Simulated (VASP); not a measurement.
# Sb (Fd-3m) in VASP: notebook, part 2 of 2

VASP 6.6.1. Earlier steps stand in the parts before.

## 3. Single point, PBEsol

This run uses another cell than the first one, of 41.09 Å³/atom.

File INCAR:

```
SYSTEM = Sb
PREC     = Accurate       ! precision mode
ENCUT    = 520            ! plane-wave cutoff, eV
EDIFF    = 1E-7           ! SCF threshold, eV
ISMEAR   = -1             ! smearing method
SIGMA    = 0.1            ! smearing width, eV
LREAL    = .False.        ! projectors in reciprocal space
LASPH    = .True.         ! aspherical terms in the spheres
NELM     = 80             ! most SCF steps
ALGO     = Normal         ! electronic algorithm
ISIF     = 2              ! what is computed and relaxed
LWAVE    = .False.        ! write WAVECAR
LCHARG   = .False.        ! write CHGCAR
GGA      = PS             ! functional
NBANDS   = 12             ! bands
```

File KPOINTS:

```
Automatic mesh
0
Gamma
  11 11 11
  0 0 0
```

File POSCAR:

```
Sb
1.0
    0.0000000000      3.4508399558      3.4508399558
    3.4508399558      0.0000000000      3.4508399558
    3.4508399558      3.4508399558      0.0000000000
Sb
2
Direct
    0.0000000000      0.0000000000      0.0000000000
    0.2500000000      0.2500000000      0.2500000000
```

Potentials or basis: VASP PAW PBE potentials, release 64 (Sb).

Run with:

```
$ cat potpaw_PBE.64/Sb/POTCAR > POTCAR
$ mpirun -np 1 vasp_std > vasp.out
```

OUTCAR:

```text
SYSTEM = Sb
   PREC = Accurate
   ENCUT = 520
   EDIFF = 1E-7
   ISMEAR = -1
   LREAL = .False.
   LASPH = .True.
   NELM = 80
   ISIF = 2
   GGA = PS

 ion  position               nearest neighbor table
   1  0.000  0.000  0.000-   2 2.99   2 2.99   2 2.99   2 2.99
   2  0.250  0.250  0.250-   1 2.99   1 2.99   1 2.99   1 2.99

  LATTYP: Found a face centered cubic cell.
 ALAT       =     6.9016799116

  Lattice vectors:

 A1 = (   0.0000000000,   3.4508399558,   3.4508399558)
 A2 = (   3.4508399558,   0.0000000000,   3.4508399558)
 A3 = (   3.4508399558,   3.4508399558,   0.0000000000)

Analysis of symmetry for initial positions (statically):
=====================================================================
 Subroutine PRICEL returns:
 Original cell was already a primitive cell.

 Routine SETGRP: Setting up the symmetry group for a
 face centered cubic supercell.

 Subroutine GETGRP returns: Found 48 space group operations
 (whereof 24 operations were pure point group operations)
 out of a pool of 48 trial point group operations.

The static configuration has the point symmetry T_d .
 The point group associated with its full space group is O_h .

Analysis of symmetry for dynamics (positions and initial velocities):
=====================================================================
 Subroutine PRICEL returns:
 Original cell was already a primitive cell.

 Routine SETGRP: Setting up the symmetry group for a
 face centered cubic supercell.

 Subroutine GETGRP returns: Found 48 space group operations
 (whereof 24 operations were pure point group operations)
 out of a pool of 48 trial point group operations.

The dynamic configuration has the point symmetry T_d .
 The point group associated with its full space group is O_h .

 Subroutine INISYM returns: Found 48 space group operations
 (whereof 24 operations are pure point group operations),
 and found     1 'primitive' translations

----------------------------------------------------------------------------------------

                                     Primitive cell

  volume of cell :      82.1873

  direct lattice vectors                    reciprocal lattice vectors
     0.000000000  3.450839956  3.450839956    -0.144892260  0.144892260  0.144892260
     3.450839956  0.000000000  3.450839956     0.144892260 -0.144892260  0.144892260
     3.450839956  3.450839956  0.000000000     0.144892260  0.144892260 -0.144892260

  length of vectors
     4.880224667  4.880224667  4.880224667     0.250960756  0.250960756  0.250960756

  position of ions in fractional coordinates (direct lattice)
     0.000000000  0.000000000  0.000000000
     0.250000000  0.250000000  0.250000000

  ion indices of the primitive-cell ions
   primitive index   ion index
                 1           1
                 2           2

----------------------------------------------------------------------------------------

 KPOINTS: Automatic mesh

Automatic generation of k-mesh.
 Grid dimensions read from file:
 generate k-points for:   11   11   11

 Generating k-lattice:

  Cartesian coordinates                     Fractional coordinates (reciprocal lattice)
    -0.013172024  0.013172024  0.013172024     0.090909091  0.000000000  0.000000000
     0.013172024 -0.013172024  0.013172024     0.000000000  0.090909091  0.000000000
     0.013172024  0.013172024 -0.013172024     0.000000000  0.000000000  0.090909091

  Length of vectors
     0.022814614  0.022814614  0.022814614

  Shift w.r.t. Gamma in fractional coordinates (k-lattice)
     0.000000000  0.000000000  0.000000000

 Subroutine IBZKPT returns following result:
 ===========================================

 Found     56 irreducible k-points:

 Following reciprocal coordinates:
            Coordinates               Weight
  0.000000  0.000000  0.000000      1.000000
  0.090909  0.000000  0.000000      8.000000
  0.181818  0.000000  0.000000      8.000000
  0.272727  0.000000  0.000000      8.000000
  0.363636  0.000000  0.000000      8.000000
  0.454545  0.000000  0.000000      8.000000
[... 16 lines left out ...]
 -0.272727  0.181818  0.000000     24.000000
 -0.181818  0.181818  0.000000     12.000000
 [... further k-points ...]
   k-points           NKPTS =     56   k-points in BZ     NKDIM =     56   number of bands    NBANDS=     12
   number of dos      NEDOS =    301   number of ions     NIONS =      2
   total plane-waves  NPLWV =  46656
   dimension x,y,z NGX =    36 NGY =   36 NGZ =   36
   dimension x,y,z NGXF=    72 NGYF=   72 NGZF=   72
   ions per type =               2
   NGX,Y,Z   is equivalent  to a cutoff of  12.26, 12.26, 12.26 a.u.
   NGXF,Y,Z  is equivalent  to a cutoff of  24.53, 24.53, 24.53 a.u.
 SYSTEM =  Sb
   PREC   = accura    normal or accurate (medium, high low for compatibility)
   ISTART =      0    job   : 0-new  1-cont  2-samecut
   ICHARG =      2    charge: 1-file 2-atom 10-const
   ISPIN  =      1    spin polarized calculation?
   LNONCOLLINEAR =      F non collinear calculations
   LSORBIT =      F    spin-orbit coupling
   LASPH  =      T    aspherical Exc in radial PAW
   ENCUT  =  520.0 eV  38.22 Ry    6.18 a.u.   9.07  9.07  9.07*2*pi/ulx,y,z
   NELM   =     80;   NELMIN=  2; NELMDL= -5     # of ELM steps
   EDIFF  = 0.1E-06   stopping-criterion for ELM
   LREAL  =      F    real-space projection
   EDIFFG = 0.1E-05   stopping-criterion for IOM
   NSW    =      0    number of steps for IOM
   IBRION =     -1    ionic relax: 0-MD 1-quasi-New 2-CG
   NFREE  =      0    steps in history (QN), initial steepest desc. (CG)
   ISIF   =      2    stress and relaxation
   ISYM   =      2    0-nonsym 1-usesym 2-fastsym
   POTIM  = 0.5000    time-step for ionic-motion
   TEBEG  =    0.0;   TEEND  =   0.0 temperature during run
   PSTRESS=    0.0 pullay stress
   NELECT =      10.0000    total number of electrons
   NUPDOWN=      -1.0000    fix difference up-down
   EMIN   =  10.00;   EMAX   =-10.00  energy-range for DOS
   EFERMI =   0.00;   METHOD = LEGACY
   ISMEAR =    -1;   SIGMA  =   0.10  broadening in eV -4-tet -1-fermi 0-gaus
   EFERMI_NEDOS =   21; number of points for ismear=-14 and -15
   IALGO  =     38    algorithm
   IMIX   =      4    mixing-type and parameters
     AMIX     =   0.40;   BMIX     =  1.00
     AMIX_MAG =   1.60;   BMIX_MAG =  1.00
  volume/ion in A,a.u.               =      41.09       277.31
  Fermi-wavevector in a.u.,A,eV,Ry     =   0.811223  1.532988  8.953750  0.658082
  Thomas-Fermi vector in A             =   1.920542
   LORBIT       =      0    0 simple, 1 ext, 2 COOP (PROOUT), +10 PAW based schemes
   GGA     = PS    functional components
   LHFCALC =     F    Hartree Fock is set to
   AEXX    =    0.0000 exact exchange contribution
   IVDW    =     0    specifies the selected vdW correction
   LEPSILON=     F    determine dielectric tensor
   LRPA    =     F    only Hartree local field effects (RPA)
 non-spin polarized calculation
  energy-cutoff  :      520.00
  volume of cell :       82.19
 maximum number of plane-waves:      2229
   NGX = 19   NGY = 19   NGZ = 19

 number of electron      10.0000000 magnetization

 number of electron       9.9999999 magnetization

 Free energy of the ion-electron system (eV)
  ---------------------------------------------------
  ext. energy  EPLUGINS =         0.00000000
  ---------------------------------------------------
  free energy    TOTEN  =        -8.34959847 eV

  energy without entropy =       -8.31082736  energy(sigma->0) =       -8.33021292

 E-fermi :   4.0279     XC(G=0):  -8.1820

 val. band max:        3.9896722363   @ k =   0.1818   0.1818   0.0000
 cond. band min:       4.0418491585   @ k =  -0.4545   0.3636   0.1818
 fundamental gap:      0.0521769222
 Fermi energy:         4.0279451130

 k-point     1 :       0.0000    0.0000    0.0000
  band No.  band energies     occupation
      1      -7.5984      2.00000
      2      -1.1730      2.00000
      3       2.2521      2.00000
      4       2.2521      2.00000
      5       2.2521      2.00000
      6       4.5671      0.00907
      7       4.5671      0.00907
      8       4.5671      0.00907
      9       7.8697      0.00000
     10      10.4278      0.00000
     11      10.4278      0.00000
     12      11.5395      0.00000
[... 331 lines left out ...]
 k-point    24 :      -0.1818    0.1818    0.0000
  band No.  band energies     occupation
      1      -7.0010      2.00000
      2      -3.0237      2.00000
      3       0.8266      2.00000
      4       1.7780      2.00000
      5       2.9258      1.99997
      6       5.2872      0.00001
      7       5.3186      0.00000
      8       6.2336      0.00000
      9       9.1930      0.00000
     10       9.8571      0.00000
     11      10.1168      0.00000
     12      12.2030      0.00000

 [... further k-points ...]
[... 5 lines left out ...]
  --------------------------------------------------------------------------------------
  -------------------------------------------------------------------------------------
  Total       -0.2171064     -0.2171064     -0.2171064      0.0000000      0.0000000      0.0000000
  in kB       -4.2323230     -4.2323230     -4.2323230      0.0000000      0.0000000      0.0000000
  external PRESSURE =      -4.2323230 kB  Pullay stress =       0.0000000 kB

 VOLUME and BASIS-vectors are now :
 -----------------------------------------------------------------------------
  energy-cutoff  :      520.00
  volume of cell :       82.19
      direct lattice vectors                 reciprocal lattice vectors
     0.000000000  3.450839956  3.450839956    -0.144892260  0.144892260  0.144892260
     3.450839956  0.000000000  3.450839956     0.144892260 -0.144892260  0.144892260
     3.450839956  3.450839956  0.000000000     0.144892260  0.144892260 -0.144892260

 POSITION                                       TOTAL-FORCE (eV/Angst)
 -----------------------------------------------------------------------------------
      0.00000      0.00000      0.00000         0.000000     -0.000000     -0.000000
      1.72542      1.72542      1.72542        -0.000000      0.000000      0.000000
 -----------------------------------------------------------------------------------
    total drift:                                0.000000      0.000000      0.000000

  FREE ENERGIE OF THE ION-ELECTRON SYSTEM (eV)
  ---------------------------------------------------
  free  energy   TOTEN  =        -8.3495984693 eV

  energy  without entropy=       -8.3108273640  energy(sigma->0) =       -8.33021292
```

Run time: 24 s. Hardware: 1 thread of Intel Xeon 6975P-C (Granite Rapids), shared host; peak memory 0.22 GiB.

Results:

- Free energy: -8.3496 eV
- Pressure: -0.4 GPa
- Band gap on the k mesh: zero (bands 5 and 6 overlap by 0.85 eV)

Caveat: the PAW data sets were made with another functional, which shifts forces and pressure a little; spin-orbit coupling is left out, which moves the levels of the heavy elements.

## 4. Relaxation of cell and atoms, PBEsol

This run uses another cell than the first one, of 39.30 Å³/atom.

File INCAR:

```
PREC     = Accurate       # precision mode
ENCUT    = 600            # plane-wave cutoff, eV
EDIFF    = 1E-6           # SCF threshold, eV
ISMEAR   = -1             # smearing method
SIGMA    = 0.1            # smearing width, eV
LREAL    = False          # projectors in reciprocal space
LASPH    = True           # aspherical terms in the spheres
NELM     = 60             # most SCF steps
ALGO     = Normal         # electronic algorithm
ISIF     = 3              # what is computed and relaxed
LWAVE    = False          # write WAVECAR
LCHARG   = False          # write CHGCAR
GGA      = PS             # functional
IBRION   = 2              # ionic algorithm
NSW      = 80             # ionic steps
EDIFFG   = -0.03          # ionic threshold
```

File KPOINTS:

```
regular mesh
0
Gamma
  11 11 11
```

File POSCAR:

```
Sb
1.0
    0.0000000000      3.4000000000      3.4000000000
    3.4000000000      0.0000000000      3.4000000000
    3.4000000000      3.4000000000      0.0000000000
Sb
2
Direct
    0.0000000000      0.0000000000      0.0000000000
    0.2500000000      0.2500000000      0.2500000000
```

Run with:

```
$ cat potpaw_PBE.64/Sb/POTCAR > POTCAR
$ mpirun -np 1 vasp_std > vasp.out
```

Wall time 51 s (1 thread of Intel Xeon 6975P-C (Granite Rapids), shared host); peak memory 0.26 GiB.

It converged, with:

```yaml
Free_energy: -8.3509 eV
Relaxed_volume: 40.58 Å³/atom
Relaxed_cell: a = 4.860 Å, b = 4.860 Å, c = 4.860 Å, α = 60.00°, β = 60.00°, γ = 60.00°
Space_group_after_relaxing_to_0.1_Å: Fd-3m (No. 227)
Energy_gained_by_relaxing: 4.7 meV/atom
Ionic_steps: 3
Pressure_after_relaxing: 0.0 GPa
Band_gap_on_the_k_mesh: zero (bands 5 and 6 overlap by 0.88 eV)
```

Step by step:
```
step  energy change (eV)  largest force (eV/Å)  pressure (GPa)  volume (Å³)
   1              0.0000                0.0000            1.20        78.61
   2             -0.0084                0.0000           -0.35        82.01
   3             -0.0093                0.0000            0.00        81.16
```

Final structure:
```xyz
2
Lattice="0.0000 3.4364 3.4364 3.4364 0.0000 3.4364 3.4364 3.4364 0.0000" Properties=species:S:1:pos:R:3 pbc="T T T"
Sb    0.0000    0.0000    0.0000
Sb    1.7182    1.7182    1.7182
```

Levels at points of the mesh, in eV from the Fermi level:
```csv
k point,band 2,band 3,band 4,band 5,band 6,band 7,band 8,band 9
"(0.00, 0.00, 0.00)",-5.14,-1.80,-1.80,-1.80,0.53,0.53,0.53,3.84
```

Caveat: the PAW data sets were made with another functional, which shifts forces and pressure a little; spin-orbit coupling is left out, which moves the levels of the heavy elements.

## 5. Overview

| task | cell | cutoff (eV) | gap on the mesh (eV) | pressure (GPa) |
| --- | --- | --- | --- | --- |
| single point | a = 4.856 Å, angles 60.0°, 2 atoms | 520 | none | 0.1 |
| single point | a = 4.880 Å, angles 60.0°, 2 atoms | 520 | none | -0.4 |
| relaxation of cell and atoms | relaxed from a = 4.808 Å, angles 60.0°, 2 atoms | 600 | none | 0.0 |

Alike in all rows: level PBEsol; potentials or basis VASP PAW PBE potentials, release 64 (Sb); no spin polarisation; k mesh 11 × 11 × 11; smearing fermi-dirac 0.1 eV.

Caveats: the PAW data sets were made with another functional, which shifts forces and pressure a little; spin-orbit coupling is left out, which moves the levels of the heavy elements.

Absolute energies hang on the potentials; compare differences alone.
